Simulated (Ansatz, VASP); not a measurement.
Two plane-wave programs on CrO2

```
Cr O
1.0
     2.59663    0.00000    0.00000
    -1.29832    2.24875    0.00000
     0.00000    0.00000   10.40269
Cr O
2 4
Direct
  0.66667 0.33333 0.25000
  0.33333 0.66667 0.75000
  0.66667 0.33333 0.62612
  0.33333 0.66667 0.37388
  0.66667 0.33333 0.87388
  0.33333 0.66667 0.12612
```

Alike in both runs: task relaxation of cell and atoms; functional PBEsol; k mesh 12 × 12 × 2; occupations gaussian, width 0.1 eV; no spin polarisation.

|  | VASP | Ansatz |
| --- | --- | --- |
| version | VASP 6.6.1 | Ansatz 0.2.0 |
| potentials or method | VASP PAW PBE potentials, release 64 (Cr_pv, O), cutoff 600 eV | scalar-relativistic, plane waves, PAW |
| valence electrons in the cell | 48 | 52 |

Ansatz gave:

| Quantity | Value |
| --- | --- |
| gap on the k mesh at the Fermi level, each at its own relaxed structure (eV) | 0.30 |
| relaxed volume (Å³/atom) | 10.36 |
| relaxed length of the cell vector where the two differ most in proportion (Å) | 10.720 |

What did VASP give for the same quantities?

gap on the k mesh at the Fermi level, each at its own relaxed structure (eV): 0.19; relaxed volume (Å³/atom): 9.69; relaxed length of the cell vector where the two differ most in proportion (Å): 9.998.

VASP's potentials were made for PBE, not for PBEsol. One of these differences is far larger than is usual between the two programs; its cause wasn't traced. VASP's potentials hold 48 valence electrons a cell and Ansatz's 52, so a difference there can come from the potentials and not from the codes.
